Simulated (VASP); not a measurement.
# C (I4_1/amd) in VASP: further runs

C is run at these levels: PBEsol; tasks: single point.

Program: VASP 6.6.1. These are calculated values, not measurements. Logs are shortened: lines on timing, memory, paths and dates and some standing lists are left out, and cuts for length are marked.

## Step 1: The cell of the first run

It takes space group I4_1/amd (No. 141, tetragonal). The conventional cell has a = 2.488 Å, b = 2.488 Å, c = 3.563 Å, α = 90.00°, β = 90.00°, γ = 90.00°. Within 2.0 Å of C (site symmetry -4m2) lie 4 C at 1.53 Å.

## Step 2: Single point, PBEsol (film at in-plane strain -0.01)

INCAR

```
SYSTEM = C
  PREC = Accurate
  ENCUT = 520
  EDIFF = 1E-6
  ISMEAR = 0
  SIGMA = 0.01
  LREAL = .False.
  LASPH = .True.
  NELM = 60
  ALGO = Normal
  ISIF = 2
  LWAVE = .False.
  LCHARG = .False.
  GGA = PS
  NBANDS = 11
```

KPOINTS

```
Automatic mesh
0
Gamma
  12 12 12
  0 0 0
```

POSCAR

```
C
1.0
    1.7591346876      1.7591346876      0.0000000000
   -1.7591346876      1.7591346876      0.0000000000
    0.0000000000      1.7591346876      1.7815692778
C
2
Direct
    0.5000000000      0.5000000000      0.0000000000
    0.7500000000      0.2500000000      0.5000000000
```

Potentials or basis: VASP PAW PBE potentials, release 64 (C).

The run is started by

```console
$ cat potpaw_PBE.64/C/POTCAR > POTCAR
$ mpirun -np 1 vasp_std > vasp.out
```

OUTCAR:

```text
SYSTEM = C
   PREC = Accurate
   ENCUT = 520
   EDIFF = 1E-6
   ISMEAR = 0
   LREAL = .False.
   LASPH = .True.
   NELM = 60
   ISIF = 2
   GGA = PS

 ion  position               nearest neighbor table
   1  0.500  0.500  0.000-   2 1.53   2 1.53   2 1.53   2 1.53
   2  0.750  0.250  0.500-   1 1.53   1 1.53   1 1.53   1 1.53

  LATTYP: Found a body centered tetragonal cell.
 ALAT       =     2.4877921332
 C/A-ratio  =     1.4322493057

  Lattice vectors:

 A1 = (   1.7591346876,   0.0000000000,  -1.7815692778)
 A2 = (  -1.7591346876,   0.0000000000,  -1.7815692778)
 A3 = (   0.0000000000,   1.7591346876,   1.7815692778)

Analysis of symmetry for initial positions (statically):
=====================================================================
 Subroutine PRICEL returns:
 Original cell was already a primitive cell.

 Routine SETGRP: Setting up the symmetry group for a
 body centered tetragonal supercell.

 Subroutine GETGRP returns: Found 16 space group operations
 (whereof  8 operations were pure point group operations)
 out of a pool of 16 trial point group operations.

The static configuration has the point symmetry D_2d.
 The point group associated with its full space group is D_4h.

Analysis of symmetry for dynamics (positions and initial velocities):
=====================================================================
 Subroutine PRICEL returns:
 Original cell was already a primitive cell.

 Routine SETGRP: Setting up the symmetry group for a
 body centered tetragonal supercell.

 Subroutine GETGRP returns: Found 16 space group operations
 (whereof  8 operations were pure point group operations)
 out of a pool of 16 trial point group operations.

The dynamic configuration has the point symmetry D_2d.
 The point group associated with its full space group is D_4h.

 Subroutine INISYM returns: Found 16 space group operations
 (whereof  8 operations are pure point group operations),
 and found     1 'primitive' translations

----------------------------------------------------------------------------------------

                                     Primitive cell

  volume of cell :      11.0263

  direct lattice vectors                    reciprocal lattice vectors
     1.759134688  1.759134688  0.000000000     0.284230652  0.284230652 -0.280651449
    -1.759134688  1.759134688  0.000000000    -0.284230652  0.284230652 -0.280651449
     0.000000000  1.759134688  1.781569278     0.000000000  0.000000000  0.561302899

  length of vectors
     2.487792133  2.487792133  2.503706041     0.490244188  0.490244188  0.561302899

  position of ions in fractional coordinates (direct lattice)
     0.500000000  0.500000000  0.000000000
     0.750000000  0.250000000  0.500000000

  ion indices of the primitive-cell ions
   primitive index   ion index
                 1           1
                 2           2

----------------------------------------------------------------------------------------

 KPOINTS: Automatic mesh

Automatic generation of k-mesh.
 Grid dimensions read from file:
 generate k-points for:   12   12   12

 Generating k-lattice:

  Cartesian coordinates                     Fractional coordinates (reciprocal lattice)
     0.023685888  0.023685888 -0.023387621     0.083333333  0.000000000  0.000000000
    -0.023685888  0.023685888 -0.023387621     0.000000000  0.083333333  0.000000000
     0.000000000  0.000000000  0.046775242     0.000000000  0.000000000  0.083333333

  Length of vectors
     0.040853682  0.040853682  0.046775242

  Shift w.r.t. Gamma in fractional coordinates (k-lattice)
     0.000000000  0.000000000  0.000000000

 Subroutine IBZKPT returns following result:
 ===========================================

 Found    163 irreducible k-points:

 Following reciprocal coordinates:
            Coordinates               Weight
  0.000000  0.000000  0.000000      1.000000
  0.083333  0.000000  0.000000      8.000000
  0.166667  0.000000  0.000000      8.000000
  0.250000  0.000000  0.000000      8.000000
  0.333333  0.000000  0.000000      8.000000
  0.416667  0.000000  0.000000      8.000000
[... 16 lines left out ...]
  0.500000  0.166667  0.000000     16.000000
 -0.416667  0.166667 -0.000000     16.000000
 [... further k-points ...]
   k-points           NKPTS =    163   k-points in BZ     NKDIM =    163   number of bands    NBANDS=     11
   number of dos      NEDOS =    301   number of ions     NIONS =      2
   total plane-waves  NPLWV =   8000
   dimension x,y,z NGX =    20 NGY =   20 NGZ =   20
   dimension x,y,z NGXF=    40 NGYF=   40 NGZF=   40
   ions per type =               2
   NGX,Y,Z   is equivalent  to a cutoff of  13.36, 13.36, 13.28 a.u.
   NGXF,Y,Z  is equivalent  to a cutoff of  26.73, 26.73, 26.56 a.u.
 SYSTEM =  C
   PREC   = accura    normal or accurate (medium, high low for compatibility)
   ISTART =      0    job   : 0-new  1-cont  2-samecut
   ICHARG =      2    charge: 1-file 2-atom 10-const
   ISPIN  =      1    spin polarized calculation?
   LNONCOLLINEAR =      F non collinear calculations
   LSORBIT =      F    spin-orbit coupling
   LASPH  =      T    aspherical Exc in radial PAW
   ENCUT  =  520.0 eV  38.22 Ry    6.18 a.u.   4.63  4.63  4.66*2*pi/ulx,y,z
   NELM   =     60;   NELMIN=  2; NELMDL= -5     # of ELM steps
   EDIFF  = 0.1E-05   stopping-criterion for ELM
   LREAL  =      F    real-space projection
   EDIFFG = 0.1E-04   stopping-criterion for IOM
   NSW    =      0    number of steps for IOM
   IBRION =     -1    ionic relax: 0-MD 1-quasi-New 2-CG
   NFREE  =      0    steps in history (QN), initial steepest desc. (CG)
   ISIF   =      2    stress and relaxation
   ISYM   =      2    0-nonsym 1-usesym 2-fastsym
   POTIM  = 0.5000    time-step for ionic-motion
   TEBEG  =    0.0;   TEEND  =   0.0 temperature during run
   PSTRESS=    0.0 pullay stress
   NELECT =       8.0000    total number of electrons
   NUPDOWN=      -1.0000    fix difference up-down
   EMIN   =  10.00;   EMAX   =-10.00  energy-range for DOS
   EFERMI =   0.00;   METHOD = LEGACY
   ISMEAR =     0;   SIGMA  =   0.01  broadening in eV -4-tet -1-fermi 0-gaus
   EFERMI_NEDOS =   21; number of points for ismear=-14 and -15
   IALGO  =     38    algorithm
   IMIX   =      4    mixing-type and parameters
     AMIX     =   0.40;   BMIX     =  1.00
     AMIX_MAG =   1.60;   BMIX_MAG =  1.00
  volume/ion in A,a.u.               =       5.51        37.20
  Fermi-wavevector in a.u.,A,eV,Ry     =   1.471051  2.779884 29.442904  2.163992
  Thomas-Fermi vector in A             =   2.586234
   LORBIT       =      0    0 simple, 1 ext, 2 COOP (PROOUT), +10 PAW based schemes
   GGA     = PS    functional components
   LHFCALC =     F    Hartree Fock is set to
   AEXX    =    0.0000 exact exchange contribution
   IVDW    =     0    specifies the selected vdW correction
   LEPSILON=     F    determine dielectric tensor
   LRPA    =     F    only Hartree local field effects (RPA)
 non-spin polarized calculation
 Gauss-broadening in eV      SIGMA  =   0.01
  energy-cutoff  :      520.00
  volume of cell :       11.03
 maximum number of plane-waves:       308
   NGX =  9   NGY =  9   NGZ =  9

 number of electron       7.9999999 magnetization

 Free energy of the ion-electron system (eV)
  ---------------------------------------------------
  ext. energy  EPLUGINS =         0.00000000
  ---------------------------------------------------
  free energy    TOTEN  =       -19.23965922 eV

  energy without entropy =      -19.23965922  energy(sigma->0) =      -19.23965922

 E-fermi :  10.3261     XC(G=0): -13.5736

 val. band max:       10.1903189639   @ k =   0.0000   0.0000   0.0000
 cond. band min:      14.1280786407   @ k =  -0.3333   0.3333   0.0000
 fundamental gap:      3.9377596769
 Fermi energy:        10.3261032043

 k-point     1 :       0.0000    0.0000    0.0000
  band No.  band energies     occupation
      1     -11.7829      2.00000
      2       9.9925      2.00000
      3      10.1903      2.00000
      4      10.1903      2.00000
      5      15.6910      0.00000
      6      15.6910      0.00000
      7      15.8478      0.00000
      8      24.1428      0.00000
      9      29.4534      0.00000
     10      36.5425      0.00000
     11      37.2512      0.00000

 k-point     2 :       0.0833    0.0000    0.0000
  band No.  band energies     occupation
      1     -11.5862      2.00000
      2       8.8540      2.00000
      3       9.7264      2.00000
      4       9.8576      2.00000
      5      16.1347      0.00000
      6      16.2012      0.00000
      7      16.5266      0.00000
      8      24.2757      0.00000
      9      29.7828      0.00000
     10      34.3448      0.00000
     11      34.8784      0.00000

 k-point     3 :       0.1667    0.0000    0.0000
  band No.  band energies     occupation
      1     -10.9985      2.00000
      2       6.2662      2.00000
      3       8.9851      2.00000
      4       9.1424      2.00000
      5      17.0954      0.00000
      6      17.1307      0.00000
      7      17.6951      0.00000
      8      24.6496      0.00000
      9      30.4686      0.00000
     10      32.7861      0.00000
     11      33.1744      0.00000

 k-point     4 :       0.2500    0.0000    0.0000
  band No.  band energies     occupation
      1     -10.0276      2.00000
      2       3.3654      2.00000
      3       8.2267      2.00000
      4       8.4123      2.00000
      5      17.9487      0.00000
      6      17.9918      0.00000
      7      18.5576      0.00000
      8      25.1579      0.00000
      9      30.9154      0.00000
     10      32.4747      0.00000
     11      32.6847      0.00000

 k-point     5 :       0.3333    0.0000    0.0000
  band No.  band energies     occupation
      1      -8.6923      2.00000
      2       0.5192      2.00000
      3       7.6253      2.00000
      4       7.8370      2.00000
      5      18.3742      0.00000
      6      18.5008      0.00000
      7      19.0759      0.00000
      8      25.5983      0.00000
      9      31.2080      0.00000
     10      33.4442      0.00000
     11      33.4900      0.00000
[... 211 lines left out ...]
 k-point    21 :       0.3333    0.1667    0.0000
  band No.  band energies     occupation
      1      -6.9873      2.00000
      2      -0.6447      2.00000
      3       4.3515      2.00000
      4       7.0046      2.00000
      5      18.1342      0.00000
      6      19.7938      0.00000
      7      21.5435      0.00000
      8      25.3636      0.00000
      9      30.1833      0.00000
     10      31.9950      0.00000
     11      35.1251      0.00000

 k-point    22 :       0.4167    0.1667    0.0000
  band No.  band energies     occupation
      1      -5.4002      2.00000
      2      -2.7445      2.00000
      3       4.5711      2.00000
      4       6.3564      2.00000
      5      17.5779      0.00000
      6      20.4399      0.00000
      7      21.7623      0.00000
      8      25.7763      0.00000
      9      29.6516      0.00000
     10      34.4676      0.00000
     11      35.0803      0.00000

 k-point    23 :       0.5000    0.1667    0.0000
  band No.  band energies     occupation
      1      -5.8350      2.00000
      2      -2.2260      2.00000
      3       5.0795      2.00000
      4       5.9685      2.00000
      5      17.1370      0.00000
      6      20.9165      0.00000
      7      21.8017      0.00000
      8      24.4957      0.00000
      9      30.4205      0.00000
     10      34.3889      0.00000
     11      36.9635      0.00000

 k-point    24 :      -0.4167    0.1667   -0.0000
  band No.  band energies     occupation
      1      -7.4849      2.00000
      2       0.0942      2.00000
      3       5.7852      2.00000
      4       5.9159      2.00000
      5      16.7282      0.00000
      6      21.1668      0.00000
      7      21.6942      0.00000
      8      22.8419      0.00000
      9      31.3776      0.00000
     10      33.0538      0.00000
     11      37.7583      0.00000

 [... further k-points ...]
[... 5 lines left out ...]
  --------------------------------------------------------------------------------------
  -------------------------------------------------------------------------------------
  Total        0.9199584      0.9199584      0.0830655      0.0000000      0.0000000     -0.0000000
  in kB      133.6742929    133.6742929     12.0698121      0.0000000      0.0000000     -0.0000000
  external PRESSURE =      93.1394660 kB  Pullay stress =       0.0000000 kB

 VOLUME and BASIS-vectors are now :
 -----------------------------------------------------------------------------
  energy-cutoff  :      520.00
  volume of cell :       11.03
      direct lattice vectors                 reciprocal lattice vectors
     1.759134688  1.759134688  0.000000000     0.284230652  0.284230652 -0.280651449
    -1.759134688  1.759134688  0.000000000    -0.284230652  0.284230652 -0.280651449
     0.000000000  1.759134688  1.781569278     0.000000000  0.000000000  0.561302899

 POSITION                                       TOTAL-FORCE (eV/Angst)
 -----------------------------------------------------------------------------------
      0.00000      1.75913      0.00000         0.000000     -0.000000      0.000000
      0.87957      2.63870      0.89078        -0.000000      0.000000      0.000000
 -----------------------------------------------------------------------------------
    total drift:                                0.000000     -0.000000      0.000000

  FREE ENERGIE OF THE ION-ELECTRON SYSTEM (eV)
  ---------------------------------------------------
  free  energy   TOTEN  =       -19.2396592242 eV

  energy  without entropy=      -19.2396592242  energy(sigma->0) =      -19.23965922
```

It took 21 s on 1 thread of Intel Xeon 8259CL, shared host; peak memory 0.13 GiB.

What came out:

```
Free energy            : -19.2397 eV
Pressure               : 9.3 GPa
Band gap on the k mesh : 3.94 eV, indirect (least direct gap 5.50 eV)
```

Stress tensor (GPa, compression positive):
```
13.37  0.00  0.00
 0.00 13.37  0.00
 0.00  0.00  1.21
```

Caveat: the cell differs from its parent crystal (film at in-plane strain -0.01); the PAW data sets were made with another functional, which shifts forces and pressure a little. A k mesh can miss the band edges.

(Part 1 of 2 ends here.)
